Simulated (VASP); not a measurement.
# ZnGe3 (Pm-3m) in VASP: a series of runs

ZnGe3 is run at these levels: PBE; tasks: single point, relaxation of cell and atoms.

Everything below comes from runs of VASP 6.6.1. Logs are shortened: lines on timing, memory, paths and dates and some standing lists are left out, and cuts for length are marked.

**1. The cell of the first run**

The structure is cubic, space group Pm-3m (No. 221). The conventional cell has a = 4.212 Å, b = 4.212 Å, c = 4.212 Å, α = 90.00°, β = 90.00°, γ = 90.00°. Within 3.9 Å of Zn (site symmetry m-3m) lie 12 Ge at 2.98 Å. Within 3.9 Å of Ge (site symmetry 4/mmm) lie 4 Zn at 2.98 Å and 8 Ge at 2.98 Å.

**2. Single point, PBE**

INCAR

```
ALGO = Normal
EDIFF = 1E-6
ENCUT = 520
GGA = PE
ISIF = 2
ISMEAR = 0
LASPH = T
LCHARG = F
LREAL = F
LWAVE = F
NBANDS = 35
NELM = 60
PREC = Accurate
SIGMA = 0.1
```

KPOINTS

```
k-points
0
Gamma
  12 12 12
```

POSCAR

```
ZnGe3
1.0
    4.2120490265      0.0000000000      0.0000000000
    0.0000000000      4.2120490265      0.0000000000
    0.0000000000      0.0000000000      4.2120490265
Zn Ge
1 3
Direct
    0.0000000000      0.0000000000      0.0000000000
    0.0000000000      0.5000000000      0.5000000000
    0.5000000000      0.0000000000      0.5000000000
    0.5000000000      0.5000000000      0.0000000000
```

Potentials or basis: VASP PAW PBE potentials, release 64 (Zn, Ge_d).

Started as:

```sh
> cat potpaw_PBE.64/Zn/POTCAR potpaw_PBE.64/Ge_d/POTCAR > POTCAR
> mpirun -np 1 vasp_std > vasp.out
```

OUTCAR:

```text
EDIFF = 1E-6
   ENCUT = 520
   GGA = PE
   ISIF = 2
   ISMEAR = 0
   LASPH = T
   LREAL = F
   NELM = 60
   PREC = Accurate

 ion  position               nearest neighbor table
   1  0.000  0.000  0.000-   2 2.98   3 2.98   4 2.98   2 2.98   3 2.98   2 2.98   4 2.98   2 2.98
                             3 2.98   4 2.98   3 2.98   4 2.98
   2  0.000  0.500  0.500-   1 2.98   1 2.98   1 2.98   1 2.98
   3  0.500  0.000  0.500-   1 2.98   1 2.98   1 2.98   1 2.98
   4  0.500  0.500  0.000-   1 2.98   1 2.98   1 2.98   1 2.98

  LATTYP: Found a simple cubic cell.
 ALAT       =     4.2120490265

  Lattice vectors:

 A1 = (   4.2120490265,   0.0000000000,   0.0000000000)
 A2 = (   0.0000000000,   4.2120490265,   0.0000000000)
 A3 = (   0.0000000000,   0.0000000000,   4.2120490265)

Analysis of symmetry for initial positions (statically):
=====================================================================
 Subroutine PRICEL returns:
 Original cell was already a primitive cell.

 Routine SETGRP: Setting up the symmetry group for a
 simple cubic supercell.

 Subroutine GETGRP returns: Found 48 space group operations
 (whereof 48 operations were pure point group operations)
 out of a pool of 48 trial point group operations.

The static configuration has the point symmetry O_h .

Analysis of symmetry for dynamics (positions and initial velocities):
=====================================================================
 Subroutine PRICEL returns:
 Original cell was already a primitive cell.

 Routine SETGRP: Setting up the symmetry group for a
 simple cubic supercell.

 Subroutine GETGRP returns: Found 48 space group operations
 (whereof 48 operations were pure point group operations)
 out of a pool of 48 trial point group operations.

The dynamic configuration has the point symmetry O_h .

 Subroutine INISYM returns: Found 48 space group operations
 (whereof 48 operations are pure point group operations),
 and found     1 'primitive' translations

----------------------------------------------------------------------------------------

                                     Primitive cell

  volume of cell :      74.7275

  direct lattice vectors                    reciprocal lattice vectors
     4.212049026  0.000000000  0.000000000     0.237414141  0.000000000  0.000000000
     0.000000000  4.212049026  0.000000000     0.000000000  0.237414141  0.000000000
     0.000000000  0.000000000  4.212049026     0.000000000  0.000000000  0.237414141

  length of vectors
     4.212049026  4.212049026  4.212049026     0.237414141  0.237414141  0.237414141

  position of ions in fractional coordinates (direct lattice)
     0.000000000  0.000000000  0.000000000
     0.000000000  0.500000000  0.500000000
     0.500000000  0.000000000  0.500000000
     0.500000000  0.500000000  0.000000000

  ion indices of the primitive-cell ions
   primitive index   ion index
                 1           1
                 2           2
                 3           3
                 4           4

----------------------------------------------------------------------------------------

 KPOINTS: k-points

Automatic generation of k-mesh.
 Grid dimensions read from file:
 generate k-points for:   12   12   12

 Generating k-lattice:

  Cartesian coordinates                     Fractional coordinates (reciprocal lattice)
     0.019784512  0.000000000  0.000000000     0.083333333  0.000000000  0.000000000
     0.000000000  0.019784512  0.000000000     0.000000000  0.083333333  0.000000000
     0.000000000  0.000000000  0.019784512     0.000000000  0.000000000  0.083333333

  Length of vectors
     0.019784512  0.019784512  0.019784512

  Shift w.r.t. Gamma in fractional coordinates (k-lattice)
     0.000000000  0.000000000  0.000000000

 Subroutine IBZKPT returns following result:
 ===========================================

 Found     84 irreducible k-points:

 Following reciprocal coordinates:
            Coordinates               Weight
  0.000000  0.000000  0.000000      1.000000
  0.083333  0.000000  0.000000      6.000000
  0.166667  0.000000  0.000000      6.000000
  0.250000  0.000000  0.000000      6.000000
  0.333333  0.000000  0.000000      6.000000
  0.416667  0.000000  0.000000      6.000000
[... 16 lines left out ...]
  0.333333  0.333333  0.000000     12.000000
  0.416667  0.333333  0.000000     24.000000
 [... further k-points ...]
   k-points           NKPTS =     84   k-points in BZ     NKDIM =     84   number of bands    NBANDS=     35
   number of dos      NEDOS =    301   number of ions     NIONS =      4
   total plane-waves  NPLWV =  32768
   dimension x,y,z NGX =    32 NGY =   32 NGZ =   32
   dimension x,y,z NGXF=    64 NGYF=   64 NGZF=   64
   ions per type =               1   3
   NGX,Y,Z   is equivalent  to a cutoff of  12.63, 12.63, 12.63 a.u.
   NGXF,Y,Z  is equivalent  to a cutoff of  25.26, 25.26, 25.26 a.u.
 SYSTEM =  unknown system
   PREC   = accura    normal or accurate (medium, high low for compatibility)
   ISTART =      0    job   : 0-new  1-cont  2-samecut
   ICHARG =      2    charge: 1-file 2-atom 10-const
   ISPIN  =      1    spin polarized calculation?
   LNONCOLLINEAR =      F non collinear calculations
   LSORBIT =      F    spin-orbit coupling
   LASPH  =      T    aspherical Exc in radial PAW
   ENCUT  =  520.0 eV  38.22 Ry    6.18 a.u.   7.83  7.83  7.83*2*pi/ulx,y,z
   NELM   =     60;   NELMIN=  2; NELMDL= -5     # of ELM steps
   EDIFF  = 0.1E-05   stopping-criterion for ELM
   LREAL  =      F    real-space projection
   EDIFFG = 0.1E-04   stopping-criterion for IOM
   NSW    =      0    number of steps for IOM
   IBRION =     -1    ionic relax: 0-MD 1-quasi-New 2-CG
   NFREE  =      0    steps in history (QN), initial steepest desc. (CG)
   ISIF   =      2    stress and relaxation
   ISYM   =      2    0-nonsym 1-usesym 2-fastsym
   POTIM  = 0.5000    time-step for ionic-motion
   TEBEG  =    0.0;   TEEND  =   0.0 temperature during run
   PSTRESS=    0.0 pullay stress
   NELECT =      54.0000    total number of electrons
   NUPDOWN=      -1.0000    fix difference up-down
   EMIN   =  10.00;   EMAX   =-10.00  energy-range for DOS
   EFERMI =   0.00;   METHOD = LEGACY
   ISMEAR =     0;   SIGMA  =   0.10  broadening in eV -4-tet -1-fermi 0-gaus
   EFERMI_NEDOS =   21; number of points for ismear=-14 and -15
   IALGO  =     38    algorithm
   IMIX   =      4    mixing-type and parameters
     AMIX     =   0.40;   BMIX     =  1.00
     AMIX_MAG =   1.60;   BMIX_MAG =  1.00
  volume/ion in A,a.u.               =      18.68       126.07
  Fermi-wavevector in a.u.,A,eV,Ry     =   1.469082  2.776162 29.364115  2.158202
  Thomas-Fermi vector in A             =   2.584502
   LORBIT       =      0    0 simple, 1 ext, 2 COOP (PROOUT), +10 PAW based schemes
   GGA     = PE    functional components
   LHFCALC =     F    Hartree Fock is set to
   AEXX    =    0.0000 exact exchange contribution
   IVDW    =     0    specifies the selected vdW correction
   LEPSILON=     F    determine dielectric tensor
   LRPA    =     F    only Hartree local field effects (RPA)
 non-spin polarized calculation
 Gauss-broadening in eV      SIGMA  =   0.10
  energy-cutoff  :      520.00
  volume of cell :       74.73
 maximum number of plane-waves:      2040
 NGX is ok and might be reduce to    32
   NGX = 15   NGY = 15   NGZ = 15

 number of electron      54.0000068 magnetization

 Free energy of the ion-electron system (eV)
  ---------------------------------------------------
  ext. energy  EPLUGINS =         0.00000000
  ---------------------------------------------------
  free energy    TOTEN  =       -13.54950801 eV

  energy without entropy =      -13.53970999  energy(sigma->0) =      -13.54460900

 E-fermi :   5.7246     XC(G=0): -11.1479

 val. band max:        5.7162777049   @ k =   0.3333   0.0833   0.0833
 cond. band min:       5.7253273054   @ k =   0.3333   0.3333   0.3333
 fundamental gap:      0.0090496005
 Fermi energy:         5.7245784631

 k-point     1 :       0.0000    0.0000    0.0000
  band No.  band energies     occupation
      1     -19.1357      2.00000
      2     -19.1357      2.00000
      3     -19.1357      2.00000
      4     -19.1236      2.00000
      5     -19.0871      2.00000
      6     -19.0871      2.00000
[... 27 lines left out ...]
     34      13.0082      0.00000
     35      13.0083      0.00000

 k-point     2 :       0.0833    0.0000    0.0000
  band No.  band energies     occupation
      1     -19.1353      2.00000
      2     -19.1333      2.00000
      3     -19.1333      2.00000
      4     -19.1221      2.00000
      5     -19.0869      2.00000
      6     -19.0858      2.00000
[... 27 lines left out ...]
     34      13.1834      0.00000
     35      13.2807      0.00000

 k-point     3 :       0.1667    0.0000    0.0000
  band No.  band energies     occupation
      1     -19.1343      2.00000
      2     -19.1266      2.00000
      3     -19.1266      2.00000
      4     -19.1176      2.00000
      5     -19.0863      2.00000
      6     -19.0819      2.00000
[... 27 lines left out ...]
     34      13.4231      0.00000
     35      13.4272      0.00000

 k-point     4 :       0.2500    0.0000    0.0000
  band No.  band energies     occupation
      1     -19.1329      2.00000
      2     -19.1157      2.00000
      3     -19.1157      2.00000
      4     -19.1109      2.00000
      5     -19.0855      2.00000
      6     -19.0759      2.00000
[... 27 lines left out ...]
     34      13.6565      0.00000
     35      13.6988      0.00000

 k-point     5 :       0.3333    0.0000    0.0000
  band No.  band energies     occupation
      1     -19.1315      2.00000
      2     -19.1030      2.00000
      3     -19.1017      2.00000
      4     -19.1017      2.00000
      5     -19.0844      2.00000
      6     -19.0687      2.00000
[... 638 lines left out ...]
 k-point    22 :       0.5000    0.2500    0.0000
  band No.  band energies     occupation
      1     -19.1119      2.00000
      2     -19.0941      2.00000
      3     -19.0889      2.00000
      4     -19.0765      2.00000
      5     -19.0749      2.00000
      6     -19.0610      2.00000
[... 27 lines left out ...]
     34      10.4294      0.00000
     35      13.1220      0.00000

 k-point    23 :       0.3333    0.3333    0.0000
  band No.  band energies     occupation
      1     -19.1054      2.00000
      2     -19.1049      2.00000
      3     -19.0909      2.00000
      4     -19.0833      2.00000
      5     -19.0807      2.00000
      6     -19.0693      2.00000
[... 27 lines left out ...]
     34      11.1303      0.00000
     35      11.2037      0.00000

 k-point    24 :       0.4167    0.3333    0.0000
  band No.  band energies     occupation
      1     -19.1008      2.00000
      2     -19.1008      2.00000
      3     -19.0885      2.00000
      4     -19.0795      2.00000
      5     -19.0741      2.00000
      6     -19.0708      2.00000
[... 27 lines left out ...]
     34      11.1623      0.00000
     35      12.2588      0.00000

 [... further k-points ...]
[... 5 lines left out ...]
  --------------------------------------------------------------------------------------
  -------------------------------------------------------------------------------------
  Total        0.0105331      0.0105331      0.0105331      0.0000000     -0.0000000      0.0000000
  in kB        0.2258316      0.2258316      0.2258316      0.0000000     -0.0000000      0.0000000
  external PRESSURE =       0.2258316 kB  Pullay stress =       0.0000000 kB

 VOLUME and BASIS-vectors are now :
 -----------------------------------------------------------------------------
  energy-cutoff  :      520.00
  volume of cell :       74.73
      direct lattice vectors                 reciprocal lattice vectors
     4.212049026  0.000000000  0.000000000     0.237414141  0.000000000  0.000000000
     0.000000000  4.212049026  0.000000000     0.000000000  0.237414141  0.000000000
     0.000000000  0.000000000  4.212049026     0.000000000  0.000000000  0.237414141

 POSITION                                       TOTAL-FORCE (eV/Angst)
 -----------------------------------------------------------------------------------
      0.00000      0.00000      0.00000         0.000000      0.000000      0.000000
      0.00000      2.10602      2.10602         0.000000      0.000000      0.000000
      2.10602      0.00000      2.10602         0.000000      0.000000      0.000000
      2.10602      2.10602      0.00000         0.000000      0.000000      0.000000
 -----------------------------------------------------------------------------------
    total drift:                                0.000000     -0.000000     -0.000000

  FREE ENERGIE OF THE ION-ELECTRON SYSTEM (eV)
  ---------------------------------------------------
  free  energy   TOTEN  =       -13.5495080055 eV

  energy  without entropy=      -13.5397099928  energy(sigma->0) =      -13.54460900
```

It took 97 s on 1 thread of Intel Xeon 6975P-C, shared host; peak memory 0.3 GiB.

What came out:

```
Free energy            : -13.5495 eV
Pressure               : 0.0 GPa
Band gap on the k mesh : zero (band 27 reaches 6.81 eV, above the bottom of band 28 at 2.55 eV)
```

**3. Relaxation of cell and atoms, PBE**

This run uses another cell than the first one, of 18.44 Å³/atom, 0.987 times its volume.

INCAR

```
PREC     = Accurate       # precision mode
ENCUT    = 600            # plane-wave cutoff, eV
EDIFF    = 1E-7           # SCF threshold, eV
ISMEAR   = 0              # smearing method
SIGMA    = 0.1            # smearing width, eV
LREAL    = False          # projectors in reciprocal space
LASPH    = True           # aspherical terms in the spheres
NELM     = 100            # most SCF steps
ALGO     = Normal         # electronic algorithm
ISIF     = 3              # what is computed and relaxed
LWAVE    = False          # write WAVECAR
LCHARG   = False          # write CHGCAR
GGA      = PE             # functional
IBRION   = 2              # ionic algorithm
NSW      = 100            # ionic steps
EDIFFG   = -0.01          # ionic threshold
```

KPOINTS

```
regular mesh
0
Gamma
  12 12 12
```

POSCAR

```
ZnGe3
1.0
    4.1939714021      0.0000000000      0.0000000000
    0.0000000000      4.1939714021      0.0000000000
    0.0000000000      0.0000000000      4.1939714021
Zn Ge
1 3
Direct
    0.0000000000      0.0000000000      0.0000000000
    0.0000000000      0.5000000000      0.5000000000
    0.5000000000      0.0000000000      0.5000000000
    0.5000000000      0.5000000000      0.0000000000
```

Potentials or basis: VASP PAW PBE potentials, release 64 (Zn, Ge_d).

Started as:

```sh
> cat potpaw_PBE.64/Zn/POTCAR potpaw_PBE.64/Ge_d/POTCAR > POTCAR
> mpirun -np 1 vasp_std > vasp.out
```

Wall time 4.3 min (1 thread of Intel Xeon 6975P-C, shared host); peak memory 0.36 GiB.

Results (log left out):

- Free energy: -13.5492 eV
- Relaxed volume: 18.71 Å³/atom
- Relaxed cell: a = 4.214 Å, b = 4.214 Å, c = 4.214 Å, α = 90.00°, β = 90.00°, γ = 90.00°
- Space group after relaxing (to 0.05 Å): Pm-3m (No. 221)
- Energy gained by relaxing: 0.7 meV/atom
- Ionic steps: 2
- Pressure after relaxing: 0.0 GPa
- Band gap on the k mesh: zero (band 27 reaches 6.79 eV, above the bottom of band 28 at 2.53 eV)

The path:
| step | energy change (eV) | largest force (eV/Å) | pressure (GPa) | volume (Å³) |
| --- | --- | --- | --- | --- |
| 1 | 0.0000 | 0.0000 | 0.87 | 73.77 |
| 2 | -0.0028 | 0.0000 | -0.04 | 74.85 |

Final structure:
```
Zn Ge
1.0
     4.21429    0.00000    0.00000
     0.00000    4.21429    0.00000
     0.00000    0.00000    4.21429
Zn Ge
1 3
Direct
  0.00000 0.00000 0.00000
  0.00000 0.50000 0.50000
  0.50000 0.00000 0.50000
  0.50000 0.50000 0.00000
```

Levels at points of the mesh, in eV from the Fermi level:
```csv
k point,band 25,band 26,band 27,band 28,band 29,band 30
"(0.00, 0.00, 0.00)",-3.71,-3.71,-1.47,2.76,2.76,2.76
"(0.50, 0.00, 0.00)",-1.81,-1.75,-0.92,-0.92,0.32,0.45
"(0.50, 0.50, 0.00)",-0.66,0.02,0.28,0.28,0.52,0.52
"(0.50, 0.50, 0.50)",-4.74,-4.74,-4.74,-3.18,6.92,6.92
```
